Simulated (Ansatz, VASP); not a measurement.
# Two plane-wave programs on TiTe2

```
Te Ti
1.0
     3.77700    0.00000    0.00000
    -1.88850    3.27098    0.00000
     0.00000    0.00000    6.49800
Te Ti
2 1
Direct
  0.33333 0.66667 0.73720
  0.66667 0.33333 0.26280
  0.00000 0.00000 0.00000
```

Alike in both runs: task single point; functional PBE; k mesh 8 × 8 × 4; occupations gaussian, width 0.019 eV; no spin polarisation.

|  | VASP | Ansatz |
| --- | --- | --- |
| version | VASP 6.6.1 | Ansatz 0.2.0 |
| potentials or method | VASP PAW PBE potentials, release 64 (Te, Ti_sv) | Ansatz PAW |
| plane-wave cutoff (eV) | 520 | 420 |
| valence electrons in the cell | 24 | 44 |

|  | VASP | Ansatz | Ansatz less VASP |
| --- | --- | --- | --- |
| gap on the k mesh at the Fermi level (eV) | none | none | - |
| pressure (GPa) | 0.9 | 0.9 | +0.02 |
| traceless stress, the component that is largest in VASP (GPa) | 0.37 | 0.37 | 0.000 |
| rms of the force components (eV/Å) | 0.009 | 0.005 | -0.0042 |

Atom by atom the forces differ by 0.004 eV/Å (rms over components). A gap of «none» marks a metal or a gap that the smearing closes. VASP's potentials hold 24 valence electrons a cell and Ansatz's 44, so a difference there can come from the potentials and not from the codes.

Neither program's run includes spin-orbit coupling.
